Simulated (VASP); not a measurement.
# Cu (Fm-3m) in VASP: further runs

Cu is run at these levels: PBE; tasks: single point.

Program: VASP 6.6.1. These are calculated values, not measurements. Logs are shortened: lines on timing, memory, paths and dates and some standing lists are left out, and cuts for length are marked.

**1. The cell of the first run**

Symmetry: Fm-3m, No. 225, cubic system. Conventional cell: a = 3.615 Å, b = 3.615 Å, c = 3.615 Å, α = 90.00°, β = 90.00°, γ = 90.00°. Cu (site symmetry m-3m) has 12 Cu at 2.56 Å within 3.4 Å.

**2. Single point, PBE**

The input, INCAR:

```
PREC     = Accurate       # precision mode
ENCUT    = 600            # plane-wave cutoff, eV
EDIFF    = 1E-6           # SCF threshold, eV
ISMEAR   = 0              # smearing method
SIGMA    = 0.5            # smearing width, eV
LREAL    = F              # projectors in reciprocal space
LASPH    = T              # aspherical terms in the spheres
NELM     = 120            # most SCF steps
ALGO     = Normal         # electronic algorithm
ISIF     = 2              # what is computed and relaxed
LWAVE    = F              # write WAVECAR
LCHARG   = F              # write CHGCAR
GGA      = PE             # functional
NBANDS   = 12             # bands
GGA_COMPAT= F
```

The input, KPOINTS:

```
regular mesh
0
Gamma
  11 11 11
```

The input, POSCAR:

```
Cu
1.0
    0.0000000000      1.8075000000      1.8075000000
    1.8075000000      0.0000000000      1.8075000000
    1.8075000000      1.8075000000      0.0000000000
Cu
1
Direct
    0.0000000000      0.0000000000      0.0000000000
```

Potentials or basis: VASP PAW PBE potentials, release 64 (Cu).

Launch:

```console
$ cat potpaw_PBE.64/Cu/POTCAR > POTCAR
$ mpirun -np 1 vasp_std > vasp.out
```

OUTCAR:

```text
PREC = Accurate
   ENCUT = 600
   EDIFF = 1E-6
   ISMEAR = 0
   LREAL = F
   LASPH = T
   NELM = 120
   ISIF = 2
   GGA = PE

 ion  position               nearest neighbor table
   1  0.000  0.000  0.000-

  LATTYP: Found a face centered cubic cell.
 ALAT       =     3.6150000000

  Lattice vectors:

 A1 = (   0.0000000000,   1.8075000000,   1.8075000000)
 A2 = (   1.8075000000,   0.0000000000,   1.8075000000)
 A3 = (   1.8075000000,   1.8075000000,   0.0000000000)

Analysis of symmetry for initial positions (statically):
=====================================================================
 Subroutine PRICEL returns:
 Original cell was already a primitive cell.

 Routine SETGRP: Setting up the symmetry group for a
 face centered cubic supercell.

 Subroutine GETGRP returns: Found 48 space group operations
 (whereof 48 operations were pure point group operations)
 out of a pool of 48 trial point group operations.

The static configuration has the point symmetry O_h .

Analysis of symmetry for dynamics (positions and initial velocities):
=====================================================================
 Subroutine PRICEL returns:
 Original cell was already a primitive cell.

 Routine SETGRP: Setting up the symmetry group for a
 face centered cubic supercell.

 Subroutine GETGRP returns: Found 48 space group operations
 (whereof 48 operations were pure point group operations)
 out of a pool of 48 trial point group operations.

The dynamic configuration has the point symmetry O_h .

 Subroutine INISYM returns: Found 48 space group operations
 (whereof 48 operations are pure point group operations),
 and found     1 'primitive' translations

----------------------------------------------------------------------------------------

                                     Primitive cell

  volume of cell :      11.8104

  direct lattice vectors                    reciprocal lattice vectors
     0.000000000  1.807500000  1.807500000    -0.276625173  0.276625173  0.276625173
     1.807500000  0.000000000  1.807500000     0.276625173 -0.276625173  0.276625173
     1.807500000  1.807500000  0.000000000     0.276625173  0.276625173 -0.276625173

  length of vectors
     2.556191014  2.556191014  2.556191014     0.479128854  0.479128854  0.479128854

  position of ions in fractional coordinates (direct lattice)
     0.000000000  0.000000000  0.000000000

  ion indices of the primitive-cell ions
   primitive index   ion index
                 1           1

----------------------------------------------------------------------------------------

 KPOINTS: regular mesh

Automatic generation of k-mesh.
 Grid dimensions read from file:
 generate k-points for:   11   11   11

 Generating k-lattice:

  Cartesian coordinates                     Fractional coordinates (reciprocal lattice)
    -0.025147743  0.025147743  0.025147743     0.090909091  0.000000000  0.000000000
     0.025147743 -0.025147743  0.025147743     0.000000000  0.090909091  0.000000000
     0.025147743  0.025147743 -0.025147743     0.000000000  0.000000000  0.090909091

  Length of vectors
     0.043557169  0.043557169  0.043557169

  Shift w.r.t. Gamma in fractional coordinates (k-lattice)
     0.000000000  0.000000000  0.000000000

 Subroutine IBZKPT returns following result:
 ===========================================

 Found     56 irreducible k-points:

 Following reciprocal coordinates:
            Coordinates               Weight
  0.000000  0.000000  0.000000      1.000000
  0.090909  0.000000  0.000000      8.000000
  0.181818  0.000000  0.000000      8.000000
  0.272727  0.000000  0.000000      8.000000
  0.363636  0.000000  0.000000      8.000000
  0.454545  0.000000  0.000000      8.000000
[... 16 lines left out ...]
 -0.272727  0.181818  0.000000     24.000000
 -0.181818  0.181818  0.000000     12.000000
 [... further k-points ...]
   k-points           NKPTS =     56   k-points in BZ     NKDIM =     56   number of bands    NBANDS=     12
   number of dos      NEDOS =    301   number of ions     NIONS =      1
   total plane-waves  NPLWV =   8000
   dimension x,y,z NGX =    20 NGY =   20 NGZ =   20
   dimension x,y,z NGXF=    40 NGYF=   40 NGZF=   40
   ions per type =               1
   NGX,Y,Z   is equivalent  to a cutoff of  13.01, 13.01, 13.01 a.u.
   NGXF,Y,Z  is equivalent  to a cutoff of  26.01, 26.01, 26.01 a.u.
 SYSTEM =  unknown system
   PREC   = accura    normal or accurate (medium, high low for compatibility)
   ISTART =      0    job   : 0-new  1-cont  2-samecut
   ICHARG =      2    charge: 1-file 2-atom 10-const
   ISPIN  =      1    spin polarized calculation?
   LNONCOLLINEAR =      F non collinear calculations
   LSORBIT =      F    spin-orbit coupling
   LASPH  =      T    aspherical Exc in radial PAW
   ENCUT  =  600.0 eV  44.10 Ry    6.64 a.u.   5.11  5.11  5.11*2*pi/ulx,y,z
   NELM   =    120;   NELMIN=  2; NELMDL= -5     # of ELM steps
   EDIFF  = 0.1E-05   stopping-criterion for ELM
   LREAL  =      F    real-space projection
   EDIFFG = 0.1E-04   stopping-criterion for IOM
   NSW    =      0    number of steps for IOM
   IBRION =     -1    ionic relax: 0-MD 1-quasi-New 2-CG
   NFREE  =      0    steps in history (QN), initial steepest desc. (CG)
   ISIF   =      2    stress and relaxation
   ISYM   =      2    0-nonsym 1-usesym 2-fastsym
   POTIM  = 0.5000    time-step for ionic-motion
   TEBEG  =    0.0;   TEEND  =   0.0 temperature during run
   PSTRESS=    0.0 pullay stress
   NELECT =      11.0000    total number of electrons
   NUPDOWN=      -1.0000    fix difference up-down
   EMIN   =  10.00;   EMAX   =-10.00  energy-range for DOS
   EFERMI =   0.00;   METHOD = LEGACY
   ISMEAR =     0;   SIGMA  =   0.50  broadening in eV -4-tet -1-fermi 0-gaus
   EFERMI_NEDOS =   21; number of points for ismear=-14 and -15
   IALGO  =     38    algorithm
   IMIX   =      4    mixing-type and parameters
     AMIX     =   0.40;   BMIX     =  1.00
     AMIX_MAG =   1.60;   BMIX_MAG =  1.00
  volume/ion in A,a.u.               =      11.81        79.70
  Fermi-wavevector in a.u.,A,eV,Ry     =   1.598763  3.021224 34.777078  2.556043
  Thomas-Fermi vector in A             =   2.696162
   LORBIT       =      0    0 simple, 1 ext, 2 COOP (PROOUT), +10 PAW based schemes
   GGA     = PE    functional components
   LHFCALC =     F    Hartree Fock is set to
   AEXX    =    0.0000 exact exchange contribution
   IVDW    =     0    specifies the selected vdW correction
   LEPSILON=     F    determine dielectric tensor
   LRPA    =     F    only Hartree local field effects (RPA)
 non-spin polarized calculation
 Gauss-broadening in eV      SIGMA  =   0.50
  energy-cutoff  :      600.00
  volume of cell :       11.81
 maximum number of plane-waves:       411
   NGX = 11   NGY = 11   NGZ = 11

 number of electron      11.0000001 magnetization

 Free energy of the ion-electron system (eV)
  ---------------------------------------------------
  ext. energy  EPLUGINS =         0.00000000
  ---------------------------------------------------
  free energy    TOTEN  =        -3.74658537 eV

  energy without entropy =       -3.71283780  energy(sigma->0) =       -3.72971159

 E-fermi :   7.6500     XC(G=0): -12.7268

 val. band max:        7.5377141337   @ k =   0.4545   0.2727   0.0000
 cond. band min:       7.7808634977   @ k =   0.4545   0.3636   0.0000
 fundamental gap:      0.2431493641
 Fermi energy:         7.6499861796

 k-point     1 :       0.0000    0.0000    0.0000
  band No.  band energies     occupation
      1      -1.7662      2.00000
      2       4.5510      2.00000
      3       4.5510      2.00000
      4       4.5510      2.00000
      5       5.3724      2.00000
      6       5.3724      2.00000
      7      30.1794      0.00000
      8      32.8234      0.00000
      9      32.8234      0.00000
     10      32.8234      0.00000
     11      35.3134      0.00000
     12      35.3134      0.00000

 k-point     2 :       0.0909    0.0000    0.0000
  band No.  band energies     occupation
      1      -1.4662      2.00000
      2       4.4895      2.00000
      3       4.6051      2.00000
      4       4.6051      2.00000
      5       5.3526      2.00000
      6       5.3526      2.00000
      7      28.1049      0.00000
      8      30.9896      0.00000
      9      32.0358      0.00000
     10      32.0358      0.00000
     11      36.5113      0.00000
     12      36.5113      0.00000

 k-point     3 :       0.1818    0.0000    0.0000
  band No.  band energies     occupation
      1      -0.5966      2.00000
      2       4.3542      2.00000
      3       4.7013      2.00000
      4       4.7013      2.00000
      5       5.3550      2.00000
      6       5.3550      2.00000
      7      23.4468      0.00000
      8      30.5293      0.00000
      9      30.9935      0.00000
     10      30.9935      0.00000
     11      37.1440      0.00000
     12      37.5691      0.00000
[... 286 lines left out ...]
 k-point    23 :      -0.2727    0.1818    0.0000
  band No.  band energies     occupation
      1       2.3828      2.00000
      2       4.1169      2.00000
      3       4.4072      2.00000
      4       4.9244      2.00000
      5       5.3734      2.00000
      6       6.6948      1.99310
      7      17.0176      0.00000
      8      21.0403      0.00000
      9      29.3642      0.00000
     10      29.9160      0.00000
     11      36.4939      0.00000
     12      36.7793      0.00000

 k-point    24 :      -0.1818    0.1818    0.0000
  band No.  band energies     occupation
      1       1.1550      2.00000
      2       4.0911      2.00000
      3       4.6091      2.00000
      4       5.0423      2.00000
      5       5.0532      2.00000
      6       6.0086      2.00000
      7      20.9359      0.00000
      8      21.6734      0.00000
      9      31.6557      0.00000
     10      31.9356      0.00000
     11      34.8087      0.00000
     12      37.0472      0.00000

 [... further k-points ...]

------------------------ aborting loop because EDIFF is reached ----------------------------------------

  FORCE on cell =-STRESS in cart. coord.  units (eV):
  Direction    XX          YY          ZZ          XY          YZ          ZX
  --------------------------------------------------------------------------------------
  -------------------------------------------------------------------------------------
  Total        0.1773615      0.1773615      0.1773615     -0.0000000     -0.0000000     -0.0000000
  in kB       24.0605262     24.0605262     24.0605262     -0.0000000     -0.0000000     -0.0000000
  external PRESSURE =      24.0605262 kB  Pullay stress =       0.0000000 kB

 VOLUME and BASIS-vectors are now :
 -----------------------------------------------------------------------------
  energy-cutoff  :      600.00
  volume of cell :       11.81
      direct lattice vectors                 reciprocal lattice vectors
     0.000000000  1.807500000  1.807500000    -0.276625173  0.276625173  0.276625173
     1.807500000  0.000000000  1.807500000     0.276625173 -0.276625173  0.276625173
     1.807500000  1.807500000  0.000000000     0.276625173  0.276625173 -0.276625173

 POSITION                                       TOTAL-FORCE (eV/Angst)
 -----------------------------------------------------------------------------------
      0.00000      0.00000      0.00000         0.000000     -0.000000     -0.000000
 -----------------------------------------------------------------------------------
    total drift:                                0.000000      0.000000      0.000000

  FREE ENERGIE OF THE ION-ELECTRON SYSTEM (eV)
  ---------------------------------------------------
  free  energy   TOTEN  =        -3.7465853737 eV

  energy  without entropy=       -3.7128378004  energy(sigma->0) =       -3.72971159
```

Run time: 6.6 s. Hardware: 1 thread of Intel Xeon Platinum 8488C (Sapphire Rapids), shared host; peak memory 0.12 GiB.

Results:

| Property | Result |
| --- | --- |
| Free energy | -3.7466 eV |
| Pressure | 2.4 GPa |
| Band gap on the k mesh | zero (an odd number of electrons rules out a gap without spin polarisation) |

Levels at points of the mesh, in eV from the Fermi level:
```tsv
k point	band 3	band 4	band 5	band 6	band 7	band 8	band 9	band 10
(0.00, 0.00, 0.00)	-3.10	-3.10	-2.28	-2.28	22.53	25.17	25.17	25.17
```

Caveat: so wide a smearing shifts energies and pressures.

**3. Single point, PBE**

The input, INCAR:

```
PREC = Accurate ; ENCUT = 600
EDIFF = 1E-6 ; ISMEAR = 0
SIGMA = 0.3 ; LREAL = False
LASPH = True ; NELM = 120
ALGO = Normal ; ISIF = 2
LWAVE = False ; LCHARG = False
GGA = PE ; NBANDS = 12
GGA_COMPAT = False
```

KPOINTS is that of step 2.

POSCAR is that of step 2.

Potentials or basis: VASP PAW PBE potentials, release 64 (Cu).

Launch:

```console
$ cat potpaw_PBE.64/Cu/POTCAR > POTCAR
$ mpirun -np 1 vasp_std > vasp.out
```

Run time: 7.6 s. Hardware: 1 thread of Intel Xeon Platinum 8488C (Sapphire Rapids), shared host; peak memory 0.12 GiB.

The run converged. Its results:

```yaml
Free_energy: -3.7363 eV
Pressure: 2.2 GPa
Band_gap_on_the_k_mesh: zero (an odd number of electrons rules out a gap without spin polarisation)
```

Levels at points of the mesh, in eV from the Fermi level:
```
           k point  band 3  band 4  band 5  band 6  band 7  band 8  band 9  band 10
(0.00, 0.00, 0.00)   -3.13   -3.13   -2.31   -2.31   22.50   25.14   25.14    25.14
```

Caveat: so wide a smearing shifts energies and pressures.

**4. Single point, PBE**

The input, INCAR:

```
ALGO = Normal
EDIFF = 1E-6
ENCUT = 600
GGA = PE
GGA_COMPAT = False
ISIF = 2
ISMEAR = 0
LASPH = True
LCHARG = False
LREAL = False
LWAVE = False
NBANDS = 12
NELM = 120
PREC = Accurate
SIGMA = 0.2
```

The input, KPOINTS:

```
k-points
0
Gamma
  11 11 11
```

POSCAR is that of step 3.

Launch:

```console
$ cat potpaw_PBE.64/Cu/POTCAR > POTCAR
$ mpirun -np 1 vasp_std > vasp.out
```

Run time: 6.7 s. Hardware: 1 thread of Intel Xeon Platinum 8488C (Sapphire Rapids), shared host; peak memory 0.12 GiB.

Results (log left out):

```yaml
Free_energy: -3.7335 eV
Pressure: 2.1 GPa
Band_gap_on_the_k_mesh: zero (an odd number of electrons rules out a gap without spin polarisation)
```

Levels at points of the mesh, in eV from the Fermi level:
| k point | band 3 | band 4 | band 5 | band 6 | band 7 | band 8 | band 9 | band 10 |
| --- | --- | --- | --- | --- | --- | --- | --- | --- |
| (0.00, 0.00, 0.00) | -3.13 | -3.13 | -2.31 | -2.31 | 22.49 | 25.14 | 25.14 | 25.14 |

**5. Single point, PBE**

The input, INCAR:

```
PREC     = Accurate       # precision mode
ENCUT    = 600            # plane-wave cutoff, eV
EDIFF    = 1E-6           # SCF threshold, eV
ISMEAR   = 0              # smearing method
SIGMA    = 0.1            # smearing width, eV
LREAL    = False          # projectors in reciprocal space
LASPH    = True           # aspherical terms in the spheres
NELM     = 120            # most SCF steps
ALGO     = Normal         # electronic algorithm
ISIF     = 2              # what is computed and relaxed
LWAVE    = False          # write WAVECAR
LCHARG   = False          # write CHGCAR
GGA      = PE             # functional
NBANDS   = 12             # bands
GGA_COMPAT= False
```

The input, KPOINTS:

```
regular mesh
0
Gamma
  11 11 11
```

POSCAR is that of step 4.

Launch:

```console
$ cat potpaw_PBE.64/Cu/POTCAR > POTCAR
$ mpirun -np 1 vasp_std > vasp.out
```

Wall time 7.7 s (1 thread of Intel Xeon Platinum 8488C (Sapphire Rapids), shared host); peak memory 0.12 GiB.

It converged, with:

* Free energy: -3.7321 eV
* Pressure: 2.1 GPa
* Band gap on the k mesh: zero (an odd number of electrons rules out a gap without spin polarisation)

Levels at points of the mesh, in eV from the Fermi level:
```csv
k point,band 4,band 5,band 6,band 7,band 8,band 9
"(0.00, 0.00, 0.00)",-3.12,-2.30,-2.30,22.51,25.15,25.15
```

**6. Summary**

```tsv
smearing	gap on the mesh (eV)	pressure (GPa)
gaussian 0.5 eV	none	2.4
gaussian 0.3 eV	none	2.2
gaussian 0.2 eV	none	2.1
gaussian 0.1 eV	none	2.1
```

Alike in all rows: task single point; level PBE; potentials or basis VASP PAW PBE potentials, release 64 (Cu); no spin polarisation; cell as given; k mesh 11 × 11 × 11; cutoff (eV) 600.

Caveats: so wide a smearing shifts energies and pressures (at least some runs).

Absolute energies hang on the potentials; compare differences alone.

The gap in the log of VASP goes by the Fermi energy; the results here count the filled bands.